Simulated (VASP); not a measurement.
# Rh (Fm-3m) in VASP: a series of runs

The runs below take Rh through single point, with PBE.

Everything below comes from runs of VASP 6.6.1. Logs are shortened: lines on timing, memory, paths and dates and some standing lists are left out, and cuts for length are marked.

### 1 The cell of the first run

Symmetry: Fm-3m, No. 225, cubic system. Conventional cell: a = 3.703 Å, b = 3.703 Å, c = 3.703 Å, α = 90.00°, β = 90.00°, γ = 90.00°. Within 3.5 Å of Rh (site symmetry m-3m) lie 12 Rh at 2.62 Å.

### 2 Single point, PBE (strained)

INCAR

```
PREC = Accurate
ENCUT = 520
EDIFF = 1E-7
ISMEAR = 0
SIGMA = 0.1
LREAL = F
LASPH = T
NELM = 100
ALGO = Normal
ISIF = 2
LWAVE = F
LCHARG = F
GGA = PE
NBANDS = 14
```

KPOINTS

```
Automatic mesh
0
Gamma
  18 18 18
```

POSCAR

```
Rh
1.0
    0.0000000000      1.8513147180      1.8513147180
    1.8513147180      0.0000000000      1.8513147180
    1.8513147180      1.8513147180      0.0000000000
Rh
1
Direct
    0.0000000000      0.0000000000      0.0000000000
```

Potentials or basis: VASP PAW PBE potentials, release 64 (Rh_pv).

Launch:

```
> cat potpaw_PBE.64/Rh_pv/POTCAR > POTCAR
> mpirun -np 1 vasp_std > vasp.out
```

OUTCAR:

```text
PREC = Accurate
   ENCUT = 520
   EDIFF = 1E-7
   ISMEAR = 0
   LREAL = F
   LASPH = T
   NELM = 100
   ISIF = 2
   GGA = PE

 ion  position               nearest neighbor table
   1  0.000  0.000  0.000-

  LATTYP: Found a face centered cubic cell.
 ALAT       =     3.7026294360

  Lattice vectors:

 A1 = (   0.0000000000,   1.8513147180,   1.8513147180)
 A2 = (   1.8513147180,   0.0000000000,   1.8513147180)
 A3 = (   1.8513147180,   1.8513147180,   0.0000000000)

Analysis of symmetry for initial positions (statically):
=====================================================================
 Subroutine PRICEL returns:
 Original cell was already a primitive cell.

 Routine SETGRP: Setting up the symmetry group for a
 face centered cubic supercell.

 Subroutine GETGRP returns: Found 48 space group operations
 (whereof 48 operations were pure point group operations)
 out of a pool of 48 trial point group operations.

The static configuration has the point symmetry O_h .

Analysis of symmetry for dynamics (positions and initial velocities):
=====================================================================
 Subroutine PRICEL returns:
 Original cell was already a primitive cell.

 Routine SETGRP: Setting up the symmetry group for a
 face centered cubic supercell.

 Subroutine GETGRP returns: Found 48 space group operations
 (whereof 48 operations were pure point group operations)
 out of a pool of 48 trial point group operations.

The dynamic configuration has the point symmetry O_h .

 Subroutine INISYM returns: Found 48 space group operations
 (whereof 48 operations are pure point group operations),
 and found     1 'primitive' translations

----------------------------------------------------------------------------------------

                                     Primitive cell

  volume of cell :      12.6903

  direct lattice vectors                    reciprocal lattice vectors
     0.000000000  1.851314718  1.851314718    -0.270078337  0.270078337  0.270078337
     1.851314718  0.000000000  1.851314718     0.270078337 -0.270078337  0.270078337
     1.851314718  1.851314718  0.000000000     0.270078337  0.270078337 -0.270078337

  length of vectors
     2.618154382  2.618154382  2.618154382     0.467789401  0.467789401  0.467789401

  position of ions in fractional coordinates (direct lattice)
     0.000000000  0.000000000  0.000000000

  ion indices of the primitive-cell ions
   primitive index   ion index
                 1           1

----------------------------------------------------------------------------------------

 KPOINTS: Automatic mesh

Automatic generation of k-mesh.
 Grid dimensions read from file:
 generate k-points for:   18   18   18

 Generating k-lattice:

  Cartesian coordinates                     Fractional coordinates (reciprocal lattice)
    -0.015004352  0.015004352  0.015004352     0.055555556  0.000000000  0.000000000
     0.015004352 -0.015004352  0.015004352     0.000000000  0.055555556  0.000000000
     0.015004352  0.015004352 -0.015004352     0.000000000  0.000000000  0.055555556

  Length of vectors
     0.025988300  0.025988300  0.025988300

  Shift w.r.t. Gamma in fractional coordinates (k-lattice)
     0.000000000  0.000000000  0.000000000

 Subroutine IBZKPT returns following result:
 ===========================================

 Found    195 irreducible k-points:

 Following reciprocal coordinates:
            Coordinates               Weight
  0.000000  0.000000  0.000000      1.000000
  0.055556  0.000000  0.000000      8.000000
  0.111111  0.000000  0.000000      8.000000
  0.166667  0.000000  0.000000      8.000000
  0.222222  0.000000  0.000000      8.000000
  0.277778  0.000000  0.000000      8.000000
[... 16 lines left out ...]
 -0.277778  0.055556  0.000000     24.000000
 -0.222222  0.055556  0.000000     24.000000
 [... further k-points ...]
   k-points           NKPTS =    195   k-points in BZ     NKDIM =    195   number of bands    NBANDS=     14
   number of dos      NEDOS =    301   number of ions     NIONS =      1
   total plane-waves  NPLWV =   8000
   dimension x,y,z NGX =    20 NGY =   20 NGZ =   20
   dimension x,y,z NGXF=    40 NGYF=   40 NGZF=   40
   ions per type =               1
   NGX,Y,Z   is equivalent  to a cutoff of  12.70, 12.70, 12.70 a.u.
   NGXF,Y,Z  is equivalent  to a cutoff of  25.40, 25.40, 25.40 a.u.
 SYSTEM =  unknown system
   PREC   = accura    normal or accurate (medium, high low for compatibility)
   ISTART =      0    job   : 0-new  1-cont  2-samecut
   ICHARG =      2    charge: 1-file 2-atom 10-const
   ISPIN  =      1    spin polarized calculation?
   LNONCOLLINEAR =      F non collinear calculations
   LSORBIT =      F    spin-orbit coupling
   LASPH  =      T    aspherical Exc in radial PAW
   ENCUT  =  520.0 eV  38.22 Ry    6.18 a.u.   4.87  4.87  4.87*2*pi/ulx,y,z
   NELM   =    100;   NELMIN=  2; NELMDL= -5     # of ELM steps
   EDIFF  = 0.1E-06   stopping-criterion for ELM
   LREAL  =      F    real-space projection
   EDIFFG = 0.1E-05   stopping-criterion for IOM
   NSW    =      0    number of steps for IOM
   IBRION =     -1    ionic relax: 0-MD 1-quasi-New 2-CG
   NFREE  =      0    steps in history (QN), initial steepest desc. (CG)
   ISIF   =      2    stress and relaxation
   ISYM   =      2    0-nonsym 1-usesym 2-fastsym
   POTIM  = 0.5000    time-step for ionic-motion
   TEBEG  =    0.0;   TEEND  =   0.0 temperature during run
   PSTRESS=    0.0 pullay stress
   NELECT =      15.0000    total number of electrons
   NUPDOWN=      -1.0000    fix difference up-down
   EMIN   =  10.00;   EMAX   =-10.00  energy-range for DOS
   EFERMI =   0.00;   METHOD = LEGACY
   ISMEAR =     0;   SIGMA  =   0.10  broadening in eV -4-tet -1-fermi 0-gaus
   EFERMI_NEDOS =   21; number of points for ismear=-14 and -15
   IALGO  =     38    algorithm
   IMIX   =      4    mixing-type and parameters
     AMIX     =   0.40;   BMIX     =  1.00
     AMIX_MAG =   1.60;   BMIX_MAG =  1.00
  volume/ion in A,a.u.               =      12.69        85.64
  Fermi-wavevector in a.u.,A,eV,Ry     =   1.730939  3.271000 40.765075  2.996148
  Thomas-Fermi vector in A             =   2.805400
   LORBIT       =      0    0 simple, 1 ext, 2 COOP (PROOUT), +10 PAW based schemes
   GGA     = PE    functional components
   LHFCALC =     F    Hartree Fock is set to
   AEXX    =    0.0000 exact exchange contribution
   IVDW    =     0    specifies the selected vdW correction
   LEPSILON=     F    determine dielectric tensor
   LRPA    =     F    only Hartree local field effects (RPA)
 non-spin polarized calculation
 Gauss-broadening in eV      SIGMA  =   0.10
  energy-cutoff  :      520.00
  volume of cell :       12.69
 maximum number of plane-waves:       350
   NGX =  9   NGY =  9   NGZ =  9

 number of electron      14.9999994 magnetization

 Free energy of the ion-electron system (eV)
  ---------------------------------------------------
  ext. energy  EPLUGINS =         0.00000000
  ---------------------------------------------------
  free energy    TOTEN  =        -7.13120865 eV

  energy without entropy =       -7.12523856  energy(sigma->0) =       -7.12822361

 E-fermi :  13.4446     XC(G=0): -14.5560

 val. band max:       13.4425543826   @ k =   0.5000   0.3889   0.0556
 cond. band min:      13.4518507717   @ k =  -0.4444   0.3333   0.1667
 fundamental gap:      0.0092963891
 Fermi energy:        13.4445950381

 k-point     1 :       0.0000    0.0000    0.0000
  band No.  band energies     occupation
      1     -33.0883      2.00000
      2     -33.0883      2.00000
      3     -33.0883      2.00000
      4       4.8788      2.00000
      5       9.9501      2.00000
      6       9.9501      2.00000
      7       9.9501      2.00000
      8      12.3166      2.00000
      9      12.3166      2.00000
     10      29.3419      0.00000
     11      33.7217      0.00000
     12      35.2679      0.00000
     13      35.2679      0.00000
     14      35.2679      0.00000

 k-point     2 :       0.0556    0.0000    0.0000
  band No.  band energies     occupation
      1     -33.1186      2.00000
      2     -33.0923      2.00000
      3     -33.0923      2.00000
      4       5.0138      2.00000
      5       9.8862      2.00000
      6      10.0049      2.00000
      7      10.0049      2.00000
      8      12.2838      2.00000
      9      12.2838      2.00000
     10      29.5529      0.00000
     11      33.7210      0.00000
     12      34.5555      0.00000
     13      35.4763      0.00000
     14      35.4763      0.00000

 k-point     3 :       0.1111    0.0000    0.0000
  band No.  band energies     occupation
      1     -33.2054      2.00000
      2     -33.1038      2.00000
      3     -33.1038      2.00000
      4       5.3990      2.00000
      5       9.7279      2.00000
      6      10.1482      2.00000
      7      10.1482      2.00000
      8      12.2126      2.00000
      9      12.2126      2.00000
     10      30.1262      0.00000
     11      33.0782      0.00000
     12      33.7244      0.00000
     13      36.0833      0.00000
     14      36.0833      0.00000
[... 324 lines left out ...]
 k-point    23 :      -0.2778    0.0556    0.0000
  band No.  band energies     occupation
      1     -33.7159      2.00000
      2     -33.2059      2.00000
      3     -33.1636      2.00000
      4       6.9776      2.00000
      5      10.1284      2.00000
      6      10.3229      2.00000
      7      10.3772      2.00000
      8      12.5054      2.00000
      9      13.3771      1.66007
     10      27.8041      0.00000
     11      31.0076      0.00000
     12      33.7228      0.00000
     13      37.2021      0.00000
     14      39.2894      0.00000

 k-point    24 :      -0.2222    0.0556    0.0000
  band No.  band energies     occupation
      1     -33.5554      2.00000
      2     -33.1824      2.00000
      3     -33.1403      2.00000
      4       6.7799      2.00000
      5       9.5975      2.00000
      6      10.3878      2.00000
      7      10.4434      2.00000
      8      12.0822      2.00000
      9      12.8645      2.00000
     10      29.4279      0.00000
     11      31.4808      0.00000
     12      33.7228      0.00000
     13      37.2877      0.00000
     14      39.1349      0.00000

 [... further k-points ...]

------------------------ aborting loop because EDIFF is reached ----------------------------------------

  FORCE on cell =-STRESS in cart. coord.  units (eV):
  Direction    XX          YY          ZZ          XY          YZ          ZX
  --------------------------------------------------------------------------------------
  -------------------------------------------------------------------------------------
  Total        2.6896683      2.6896683      2.6896683      0.0000000      0.0000000      0.0000000
  in kB      339.5772167    339.5772167    339.5772167      0.0000000      0.0000000      0.0000000
  external PRESSURE =     339.5772167 kB  Pullay stress =       0.0000000 kB

 VOLUME and BASIS-vectors are now :
 -----------------------------------------------------------------------------
  energy-cutoff  :      520.00
  volume of cell :       12.69
      direct lattice vectors                 reciprocal lattice vectors
     0.000000000  1.851314718  1.851314718    -0.270078337  0.270078337  0.270078337
     1.851314718  0.000000000  1.851314718     0.270078337 -0.270078337  0.270078337
     1.851314718  1.851314718  0.000000000     0.270078337  0.270078337 -0.270078337

 POSITION                                       TOTAL-FORCE (eV/Angst)
 -----------------------------------------------------------------------------------
      0.00000      0.00000      0.00000        -0.000000      0.000000      0.000000
 -----------------------------------------------------------------------------------
    total drift:                               -0.000000     -0.000000     -0.000000

  FREE ENERGIE OF THE ION-ELECTRON SYSTEM (eV)
  ---------------------------------------------------
  free  energy   TOTEN  =        -7.1312086489 eV

  energy  without entropy=       -7.1252385633  energy(sigma->0) =       -7.12822361
```

Wall time 36 s (1 thread of AMD EPYC 7R43 (Zen 3), shared host); peak memory 0.11 GiB.

Results:

```
Free energy : -7.1312 eV
Pressure    : 34.0 GPa
```

Caveat: the cell differs from its parent crystal (strained).

### 3 Single point, PBE

This run uses another cell than the first one, of 13.67 Å³/atom, 1.077 times its volume.

INCAR

```
PREC = Accurate
ENCUT = 520
EDIFF = 1E-6
ISMEAR = 0
SIGMA = 0.1
LREAL = False
LASPH = True
NELM = 100
ALGO = Normal
ISIF = 2
LWAVE = False
LCHARG = False
GGA = PE
NBANDS = 14
```

KPOINTS is that of step 2.

POSCAR

```
Rh
1.0
    0.0000000000      1.8978500000      1.8978500000
    1.8978500000      0.0000000000      1.8978500000
    1.8978500000      1.8978500000      0.0000000000
Rh
1
Direct
    0.0000000000      0.0000000000      0.0000000000
```

Potentials or basis: VASP PAW PBE potentials, release 64 (Rh_pv).

Launch:

```
> cat potpaw_PBE.64/Rh_pv/POTCAR > POTCAR
> mpirun -np 1 vasp_std > vasp.out
```

It took 36 s on 1 thread of AMD EPYC 7R43 (Zen 3), shared host; peak memory 0.11 GiB.

Results (log left out):

* Free energy: -7.2529 eV
* Pressure: 7.5 GPa

Levels at points of the mesh, in eV from the Fermi level:
```csv
k point,band 5,band 6,band 7,band 8,band 9,band 10
"(0.00, 0.00, 0.00)",-3.11,-3.11,-3.11,-1.01,-1.01,15.99
"(0.50, 0.00, 0.00)",-3.19,-3.19,0.57,0.57,0.72,8.69
"(0.50, 0.50, 0.00)",-6.00,0.54,0.99,0.99,3.27,12.34
```

### 4 Single point, PBE (strained)

INCAR

```
SYSTEM = Rh
PREC = Accurate
ENCUT = 520
EDIFF = 1E-7
ISMEAR = 0
SIGMA = 0.1
LREAL = .FALSE.
LASPH = .TRUE.
NELM = 80
ALGO = Normal
ISIF = 2
LWAVE = .FALSE.
LCHARG = .FALSE.
GGA = PE
NBANDS = 14
```

KPOINTS

```
Automatic mesh
0
G
  18 18 18
  0 0 0
```

POSCAR

```
Rh
1.0
    0.0000000000      1.9708602895      1.9708602895
    1.9708602895      0.0000000000      1.9708602895
    1.9708602895      1.9708602895      0.0000000000
Rh
1
Direct
    0.0000000000      0.0000000000      0.0000000000
```

Launch:

```
> cat potpaw_PBE.64/Rh_pv/POTCAR > POTCAR
> mpirun -np 1 vasp_std > vasp.out
```

Run time: 62 s. Hardware: 1 thread of AMD EPYC 7R43 (Zen 3), shared host; peak memory 0.13 GiB.

The run converged. Its results:

```
Free energy : -7.1862 eV
Pressure    : -17.7 GPa
```

Levels at points of the mesh, in eV from the Fermi level:
| k point | band 4 | band 5 | band 6 | band 7 | band 8 | band 9 | band 10 | band 11 |
| --- | --- | --- | --- | --- | --- | --- | --- | --- |
| (0.00, 0.00, 0.00) | -7.18 | -2.60 | -2.60 | -2.60 | -0.85 | -0.85 | 16.02 | 20.84 |
| (0.50, 0.00, 0.00) | -5.27 | -2.66 | -2.66 | 0.46 | 0.46 | 0.87 | 7.60 | 15.48 |
| (0.50, 0.50, 0.00) | -5.37 | -5.05 | 0.43 | 0.81 | 0.81 | 3.16 | 10.98 | 12.70 |

Caveat: the cell differs from its parent crystal (strained).

### 5 The runs side by side

```tsv
cell	gap on the mesh (eV)	pressure (GPa)
a = 2.618 Å, angles 60.0°, 1 atom	none	34.0
a = 2.684 Å, angles 60.0°, 1 atom	none	7.5
a = 2.787 Å, angles 60.0°, 1 atom	none	-17.7
```

Alike in all rows: task single point; level PBE; potentials or basis VASP PAW PBE potentials, release 64 (Rh_pv); no spin polarisation; k mesh 18 × 18 × 18; cutoff (eV) 520; smearing gaussian 0.1 eV.

Total energies depend on the potentials used, so only differences within one code and one set of settings carry meaning.
